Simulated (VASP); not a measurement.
# Bi (I4/mmm) in VASP: further runs

Runs on Bi. Level: PBE+D3(BJ). Tasks: single point.

Program: VASP 6.6.1. These are calculated values, not measurements. Logs are shortened: lines on timing, memory, paths and dates and some standing lists are left out, and cuts for length are marked.

### 1 The cell of the first run

The structure is tetragonal, space group I4/mmm (No. 139). Conventional cell: a = 3.579 Å, b = 3.579 Å, c = 4.825 Å, α = 90.00°, β = 90.00°, γ = 90.00°. Bi (site symmetry 4/mmm) has 12 Bi at 3.50 to 3.58 Å within 4.6 Å.

### 2 Single point, PBE+D3(BJ) (volume 30.896 Å^3 an atom, c/a of the conventional cell 1.3484)

The input, INCAR:

```
SYSTEM = Bi
PREC = Accurate ; ENCUT = 520
EDIFF = 1E-6 ; ISMEAR = 0
SIGMA = 0.15 ; LREAL = .False.
LASPH = .True. ; NELM = 60
ALGO = Fast ; ISIF = 2
LWAVE = .False. ; LCHARG = .False.
GGA = PE ; IVDW = 12
NBANDS = 14
```

The input, KPOINTS:

```
regular mesh
0
Gamma
  18 18 18
  0 0 0
```

The input, POSCAR:

```
Bi
1.0
   -1.7892643423      1.7892643423      2.4126440391
    1.7892643423     -1.7892643423      2.4126440391
    1.7892643423      1.7892643423     -2.4126440391
Bi
1
Direct
    0.0000000000      0.0000000000      0.0000000000
```

Potentials or basis: VASP PAW PBE potentials, release 64 (Bi_d).

Run with:

```
cat potpaw_PBE.64/Bi_d/POTCAR > POTCAR
mpirun -np 1 vasp_std > vasp.out
```

OUTCAR:

```text
SYSTEM = Bi
   PREC = Accurate
   ENCUT = 520
   EDIFF = 1E-6
   ISMEAR = 0
   LREAL = .False.
   LASPH = .True.
   NELM = 60
   ISIF = 2
   GGA = PE
   IVDW = 12
 IVDW          = 12

 ion  position               nearest neighbor table
   1  0.000  0.000  0.000-

  LATTYP: Found a body centered tetragonal cell.
 ALAT       =     3.5785286846
 C/A-ratio  =     1.3484000000

  Lattice vectors:

 A1 = (  -1.7892643423,   1.7892643423,   2.4126440391)
 A2 = (   1.7892643423,  -1.7892643423,   2.4126440391)
 A3 = (   1.7892643423,   1.7892643423,  -2.4126440391)

Analysis of symmetry for initial positions (statically):
=====================================================================
 Subroutine PRICEL returns:
 Original cell was already a primitive cell.

 Routine SETGRP: Setting up the symmetry group for a
 body centered tetragonal supercell.

 Subroutine GETGRP returns: Found 16 space group operations
 (whereof 16 operations were pure point group operations)
 out of a pool of 16 trial point group operations.

The static configuration has the point symmetry D_4h.

Analysis of symmetry for dynamics (positions and initial velocities):
=====================================================================
 Subroutine PRICEL returns:
 Original cell was already a primitive cell.

 Routine SETGRP: Setting up the symmetry group for a
 body centered tetragonal supercell.

 Subroutine GETGRP returns: Found 16 space group operations
 (whereof 16 operations were pure point group operations)
 out of a pool of 16 trial point group operations.

The dynamic configuration has the point symmetry D_4h.

 Subroutine INISYM returns: Found 16 space group operations
 (whereof 16 operations are pure point group operations),
 and found     1 'primitive' translations

----------------------------------------------------------------------------------------

                                     Primitive cell

  volume of cell :      30.8960

  direct lattice vectors                    reciprocal lattice vectors
    -1.789264342  1.789264342  2.412644039     0.000000000  0.279444456  0.207241513
     1.789264342 -1.789264342  2.412644039     0.279444456  0.000000000  0.207241513
     1.789264342  1.789264342 -2.412644039     0.279444456  0.279444456  0.000000000

  length of vectors
     3.496252999  3.496252999  3.496252999     0.347905516  0.347905516  0.395194139

  position of ions in fractional coordinates (direct lattice)
     0.000000000  0.000000000  0.000000000

  ion indices of the primitive-cell ions
   primitive index   ion index
                 1           1

----------------------------------------------------------------------------------------

 KPOINTS: regular mesh

Automatic generation of k-mesh.
 Grid dimensions read from file:
 generate k-points for:   18   18   18

 Generating k-lattice:

  Cartesian coordinates                     Fractional coordinates (reciprocal lattice)
     0.000000000  0.015524692  0.011513417     0.055555556  0.000000000 -0.000000000
     0.015524692  0.000000000  0.011513417     0.000000000  0.055555556 -0.000000000
     0.015524692  0.015524692  0.000000000     0.000000000  0.000000000  0.055555556

  Length of vectors
     0.019328084  0.019328084  0.021955230

  Shift w.r.t. Gamma in fractional coordinates (k-lattice)
     0.000000000  0.000000000  0.000000000

 Subroutine IBZKPT returns following result:
 ===========================================

 Found    480 irreducible k-points:

 Following reciprocal coordinates:
            Coordinates               Weight
  0.000000  0.000000  0.000000      1.000000
  0.055556  0.000000 -0.000000      8.000000
  0.111111  0.000000 -0.000000      8.000000
  0.166667  0.000000  0.000000      8.000000
  0.222222  0.000000  0.000000      8.000000
  0.277778  0.000000  0.000000      8.000000
[... 16 lines left out ...]
 -0.277778  0.055556  0.000000     16.000000
 -0.222222  0.055556 -0.000000     16.000000
 [... further k-points ...]
   k-points           NKPTS =    480   k-points in BZ     NKDIM =    480   number of bands    NBANDS=     14
   number of dos      NEDOS =    301   number of ions     NIONS =      1
   total plane-waves  NPLWV =  21952
   dimension x,y,z NGX =    28 NGY =   28 NGZ =   28
   dimension x,y,z NGXF=    56 NGYF=   56 NGZF=   56
   ions per type =               1
   NGX,Y,Z   is equivalent  to a cutoff of  13.31, 13.31, 13.31 a.u.
   NGXF,Y,Z  is equivalent  to a cutoff of  26.63, 26.63, 26.63 a.u.
 SYSTEM =  Bi
   PREC   = accura    normal or accurate (medium, high low for compatibility)
   ISTART =      0    job   : 0-new  1-cont  2-samecut
   ICHARG =      2    charge: 1-file 2-atom 10-const
   ISPIN  =      1    spin polarized calculation?
   LNONCOLLINEAR =      F non collinear calculations
   LSORBIT =      F    spin-orbit coupling
   LASPH  =      T    aspherical Exc in radial PAW
   ENCUT  =  520.0 eV  38.22 Ry    6.18 a.u.   6.50  6.50  6.50*2*pi/ulx,y,z
   NELM   =     60;   NELMIN=  2; NELMDL= -5     # of ELM steps
   EDIFF  = 0.1E-05   stopping-criterion for ELM
   LREAL  =      F    real-space projection
   EDIFFG = 0.1E-04   stopping-criterion for IOM
   NSW    =      0    number of steps for IOM
   IBRION =     -1    ionic relax: 0-MD 1-quasi-New 2-CG
   NFREE  =      0    steps in history (QN), initial steepest desc. (CG)
   ISIF   =      2    stress and relaxation
   ISYM   =      2    0-nonsym 1-usesym 2-fastsym
   POTIM  = 0.5000    time-step for ionic-motion
   TEBEG  =    0.0;   TEEND  =   0.0 temperature during run
   PSTRESS=    0.0 pullay stress
   NELECT =      15.0000    total number of electrons
   NUPDOWN=      -1.0000    fix difference up-down
   EMIN   =  10.00;   EMAX   =-10.00  energy-range for DOS
   EFERMI =   0.00;   METHOD = LEGACY
   ISMEAR =     0;   SIGMA  =   0.15  broadening in eV -4-tet -1-fermi 0-gaus
   EFERMI_NEDOS =   21; number of points for ismear=-14 and -15
   IALGO  =     68    algorithm
   IMIX   =      4    mixing-type and parameters
     AMIX     =   0.40;   BMIX     =  1.00
     AMIX_MAG =   1.60;   BMIX_MAG =  1.00
  volume/ion in A,a.u.               =      30.90       208.50
  Fermi-wavevector in a.u.,A,eV,Ry     =   1.286682  2.431476 22.525127  1.655550
  Thomas-Fermi vector in A             =   2.418742
   LORBIT       =      0    0 simple, 1 ext, 2 COOP (PROOUT), +10 PAW based schemes
   GGA     = PE    functional components
   LHFCALC =     F    Hartree Fock is set to
   AEXX    =    0.0000 exact exchange contribution
   IVDW    =    12    specifies the selected vdW correction
   LEPSILON=     F    determine dielectric tensor
   LRPA    =     F    only Hartree local field effects (RPA)
 non-spin polarized calculation
 RMM-DIIS sequential band-by-band and
 Gauss-broadening in eV      SIGMA  =   0.15
  energy-cutoff  :      520.00
  volume of cell :       30.90
 maximum number of plane-waves:       856
 NGX is ok and might be reduce to    28
   NGX = 13   NGY = 13   NGZ = 13

 number of electron      15.0000004 magnetization

 Free energy of the ion-electron system (eV)
  ---------------------------------------------------
  ext. energy  EPLUGINS =         0.00000000
  ---------------------------------------------------
  free energy    TOTEN  =        -3.70370096 eV

  energy without entropy =       -3.69452687  energy(sigma->0) =       -3.69911391

 E-fermi :   8.1171     XC(G=0): -10.3306

 val. band max:        8.1160768221   @ k =   0.1667   0.1111  -0.0000
 cond. band min:       8.1310060447   @ k =  -0.2222  -0.4444   0.1111
 fundamental gap:      0.0149292226
 Fermi energy:         8.1170707915

 k-point     1 :       0.0000    0.0000    0.0000
  band No.  band energies     occupation
      1     -15.0252      2.00000
      2     -15.0252      2.00000
      3     -14.9975      2.00000
      4     -14.9607      2.00000
      5     -14.9283      2.00000
      6      -5.5656      2.00000
      7      13.0542      0.00000
      8      13.1027      0.00000
      9      13.1027      0.00000
     10      17.0261      0.00000
     11      17.1760      0.00000
     12      18.8919      0.00000
     13      18.8919      0.00000
     14      19.0799      0.00000

 k-point     2 :       0.0556    0.0000   -0.0000
  band No.  band energies     occupation
      1     -15.0237      2.00000
      2     -15.0225      2.00000
      3     -14.9962      2.00000
      4     -14.9603      2.00000
      5     -14.9287      2.00000
      6      -5.5117      2.00000
      7      12.3935      0.00000
      8      13.0201      0.00000
      9      13.0213      0.00000
     10      16.8531      0.00000
     11      17.4855      0.00000
     12      19.0131      0.00000
     13      19.1149      0.00000
     14      19.7003      0.00000

 k-point     3 :       0.1111    0.0000   -0.0000
  band No.  band energies     occupation
      1     -15.0202      2.00000
      2     -15.0160      2.00000
      3     -14.9926      2.00000
      4     -14.9581      2.00000
      5     -14.9295      2.00000
      6      -5.3510      2.00000
      7      10.9555      0.00000
      8      12.7967      0.00000
      9      12.8813      0.00000
     10      16.3838      0.00000
     11      18.3572      0.00000
     12      19.2823      0.00000
     13      19.4138      0.00000
     14      20.0697      0.00000

 k-point     4 :       0.1667    0.0000    0.0000
  band No.  band energies     occupation
      1     -15.0161      2.00000
      2     -15.0099      2.00000
      3     -14.9877      2.00000
      4     -14.9508      2.00000
      5     -14.9285      2.00000
      6      -5.0860      2.00000
      7       9.3480      0.00000
      8      12.4878      0.00000
      9      12.6840      0.00000
     10      16.0048      0.00000
     11      19.2150      0.00000
     12      19.2211      0.00000
     13      19.3094      0.00000
     14      20.0281      0.00000

 k-point     5 :       0.2222    0.0000    0.0000
  band No.  band energies     occupation
      1     -15.0129      2.00000
      2     -15.0082      2.00000
      3     -14.9845      2.00000
      4     -14.9359      2.00000
      5     -14.9231      2.00000
      6      -4.7232      2.00000
      7       7.7615      1.99920
      8      12.1488      0.00000
      9      12.4634      0.00000
     10      15.7293      0.00000
     11      18.5703      0.00000
[... 276 lines left out ...]
 k-point    22 :      -0.3333    0.0556    0.0000
  band No.  band energies     occupation
      1     -15.0170      2.00000
      2     -15.0052      2.00000
      3     -14.9833      2.00000
      4     -14.9123      2.00000
      5     -14.8950      2.00000
      6      -3.9095      2.00000
      7       5.4244      2.00000
      8      11.3794      0.00000
      9      11.7615      0.00000
     10      15.7651      0.00000
     11      16.9571      0.00000
     12      18.6215      0.00000
     13      19.8797      0.00000
     14      21.1626      0.00000

 k-point    23 :      -0.2778    0.0556    0.0000
  band No.  band energies     occupation
      1     -15.0181      2.00000
      2     -15.0033      2.00000
      3     -14.9802      2.00000
      4     -14.9312      2.00000
      5     -14.9090      2.00000
      6      -4.3982      2.00000
      7       6.8063      2.00000
      8      11.6555      0.00000
      9      12.0108      0.00000
     10      15.8940      0.00000
     11      17.3582      0.00000
     12      19.0485      0.00000
     13      20.0824      0.00000
     14      20.4909      0.00000

 k-point    24 :      -0.2222    0.0556   -0.0000
  band No.  band energies     occupation
      1     -15.0213      2.00000
      2     -15.0022      2.00000
      3     -14.9800      2.00000
      4     -14.9480      2.00000
      5     -14.9199      2.00000
      6      -4.8169      2.00000
      7       8.3168      0.05964
      8      11.9427      0.00000
      9      12.3077      0.00000
     10      16.0752      0.00000
     11      17.8558      0.00000
     12      19.2288      0.00000
     13      19.5665      0.00000
     14      20.7237      0.00000

 [... further k-points ...]

------------------------ aborting loop because EDIFF is reached ----------------------------------------

 Edisp (eV)   -0.51012

 E8    (eV) :    -0.2508

  FORCE on cell =-STRESS in cart. coord.  units (eV):
  Direction    XX          YY          ZZ          XY          YZ          ZX
  --------------------------------------------------------------------------------------
  -------------------------------------------------------------------------------------
  Total      -0.19092    -0.19092    -0.31427     0.00000    -0.00000     0.00000
  in kB      -9.90036    -9.90036   -16.29732     0.00000    -0.00000     0.00000
  external pressure =      -12.03 kB  Pullay stress =        0.00 kB

 VOLUME and BASIS-vectors are now :
 -----------------------------------------------------------------------------
  energy-cutoff  :      520.00
  volume of cell :       30.90
      direct lattice vectors                 reciprocal lattice vectors
    -1.789264342  1.789264342  2.412644039     0.000000000  0.279444456  0.207241513
     1.789264342 -1.789264342  2.412644039     0.279444456  0.000000000  0.207241513
     1.789264342  1.789264342 -2.412644039     0.279444456  0.279444456  0.000000000

 POSITION                                       TOTAL-FORCE (eV/Angst)
 -----------------------------------------------------------------------------------
      0.00000      0.00000      0.00000         0.000000     -0.000000     -0.000000
 -----------------------------------------------------------------------------------
    total drift:                               -0.000000     -0.000000     -0.000000

  FREE ENERGIE OF THE ION-ELECTRON SYSTEM (eV)
  ---------------------------------------------------
  free  energy   TOTEN  =        -4.2138210307 eV

  energy  without entropy=       -4.2046469375  energy(sigma->0) =       -4.20923398
```

Wall time 91 s (1 thread of Intel Xeon 6975P-C (Granite Rapids), shared host); peak memory 0.31 GiB.

Results:

| Item | Value |
| --- | --- |
| Free energy | -4.2138 eV |
| Pressure | -1.2 GPa |
| Dispersion energy per atom | -0.510 eV |

Stress tensor (GPa, compression positive):
```
-0.99  0.00  0.00
 0.00 -0.99  0.00
 0.00  0.00 -1.63
```

Caveat: spin-orbit coupling is left out, which moves the levels of the heavy elements; pairwise dispersion overbinds metals, which lowers pressure and volume.

### 3 Single point, PBE+D3(BJ) (volume 30.896 Å^3 an atom, c/a of the conventional cell 1.5658)

INCAR: that of step 2 with these lines changed.

```diff
@@ -2,3 +2,3 @@
 PREC = Accurate ; ENCUT = 520
-EDIFF = 1E-6 ; ISMEAR = 0
+EDIFF = 1E-7 ; ISMEAR = 0
 SIGMA = 0.15 ; LREAL = .False.
```

The input, KPOINTS:

```
Automatic mesh
0
Gamma
  18 18 18
  0 0 0
```

The input, POSCAR:

```
Bi
1.0
   -1.7022969674      1.7022969674      2.6654565915
    1.7022969674     -1.7022969674      2.6654565915
    1.7022969674      1.7022969674     -2.6654565915
Bi
1
Direct
    0.0000000000      0.0000000000      0.0000000000
```

Potentials or basis: VASP PAW PBE potentials, release 64 (Bi_d).

Run with:

```
cat potpaw_PBE.64/Bi_d/POTCAR > POTCAR
mpirun -np 1 vasp_std > vasp.out
```

Run time: 97 s. Hardware: 1 thread of Intel Xeon 6975P-C (Granite Rapids), shared host; peak memory 0.3 GiB.

Results (log left out):

| Quantity | Value |
| --- | --- |
| Free energy | -4.2176 eV |
| Pressure | -1.0 GPa |
| Dispersion energy per atom | -0.510 eV |

Stress tensor (GPa, compression positive):
```
-1.13  0.00  0.00
 0.00 -1.13  0.00
 0.00  0.00 -0.73
```

Levels at points of the mesh, in eV from the Fermi level:
| k point | band 4 | band 5 | band 6 | band 7 | band 8 | band 9 | band 10 | band 11 |
| --- | --- | --- | --- | --- | --- | --- | --- | --- |
| (0.00, 0.00, 0.00) | -23.08 | -22.99 | -13.67 | 4.90 | 5.01 | 5.01 | 8.92 | 9.16 |
| (0.50, 0.00, 0.00) | -22.97 | -22.95 | -10.75 | -5.33 | 2.52 | 4.20 | 6.89 | 8.84 |
| (0.50, 0.50, 0.00) | -22.97 | -22.89 | -9.32 | -4.28 | -0.35 | 0.39 | 3.77 | 5.00 |
| (0.50, 0.50, 0.50) | -22.95 | -22.95 | -10.29 | -4.94 | 1.17 | 1.17 | 4.80 | 5.94 |

Caveat: spin-orbit coupling is left out, which moves the levels of the heavy elements; pairwise dispersion overbinds metals, which lowers pressure and volume.

(Continued in part 2 of 2.)
